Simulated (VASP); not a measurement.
The system is SiB2.

```xyz
6
Lattice="4.3862 0.0000 0.0000 -2.1931 3.7986 0.0000 0.0000 0.0000 4.0699" Properties=species:S:1:pos:R:3 pbc="T T T"
Si    2.1931    1.2662    2.0349
Si    0.0000    2.5324    2.0349
B     0.7448    1.2901    0.0000
B    -1.4483    2.5085    0.0000
B     2.8966    0.0000    0.0000
B     0.0000    0.0000    2.0349
```

The cell was generated, and may not be a known phase.

* Program: VASP 6.6.1
* Task: relaxation of cell and atoms
* Functional: PBE
* Potentials or basis: VASP PAW PBE potentials, release 64 (Si, B)
* Cutoff: 600 eV
* k mesh: 6 × 6 × 4
* Occupations: gaussian, width 0.1 eV
* Spin: no spin polarisation

At the start: pressure -22.6 GPa; volume 11.30 Å³/atom.

Where does the relaxation end?

Over 57 steps the energy falls by 871.0 meV/atom and the volume is 9.27 Å³/atom (-18.0 %); space group P-62m (No. 189, to 0.1 Å) before and after.

The path:
```
step  energy change (eV)  largest force (eV/Å)  pressure (GPa)  volume (Å³)
   1              0.0000                0.0182          -22.64        67.81
   3             -1.4011                0.0379            0.07        52.31
   5             -1.4637                0.0914            2.13        51.63
   7             -1.4909                0.0891            3.28        51.23
   9             -1.5022                0.0872           -0.22        52.28
  11             -1.5107                0.1592           -0.02        52.23
  13             -1.5547                0.1496            1.73        52.01
  15             -1.5553                0.1254            1.96        51.99
  17             -1.5566                0.1128            1.97        52.01
  19             -1.5589                0.0398            2.18        52.14
  21             -1.5695                0.0419            1.48        52.43
  23             -1.6145                0.0874           -0.75        53.72
  25             -1.7084                1.2575           -1.96        59.00
  27             -1.7715                0.4487           -2.67        57.67
  29             -1.7847                0.3895           -2.76        57.58
  31             -1.7604                1.4684           -2.14        59.21
  33             -1.8259                0.6274           -2.73        58.21
  35             -1.9683                0.0466           -4.11        57.44
  37             -3.1591                1.2829           -4.46        53.86
  39             -3.8711                1.8567           18.46        49.03
  41             -4.1050                2.0075           19.15        49.26
  43             -4.1444                1.9547           19.92        49.34
  45             -4.5238                1.6956            9.21        51.83
  47             -4.8048                1.4089           -5.68        56.87
  49             -5.1582                0.7366           -2.64        55.94
  51             -5.2100                0.3079           -0.89        55.59
  53             -5.2149                0.1201           -0.16        55.47
  55             -5.2250                0.0090            0.93        55.37
  57             -5.2260                0.0128            0.33        55.61
```

Final structure:
```
Si B
1.0
     4.79629    0.00000    0.00000
    -2.39815    4.15371    0.00000
     0.00000    0.00000    2.79118
Si B
2 4
Direct
  0.66667 0.33333 0.50000
  0.33333 0.66667 0.50000
  0.23038 0.23038 0.00000
  0.00000 0.76962 0.00000
  0.76962 0.00000 0.00000
  0.00000 0.00000 0.50000
```

Caveat: the k points lie up to 0.56 Å⁻¹ apart in the final cell; the volume moved by over 15 % at a fixed basis, so the end points are rough; the highest band is partly filled, so the run has too few bands.
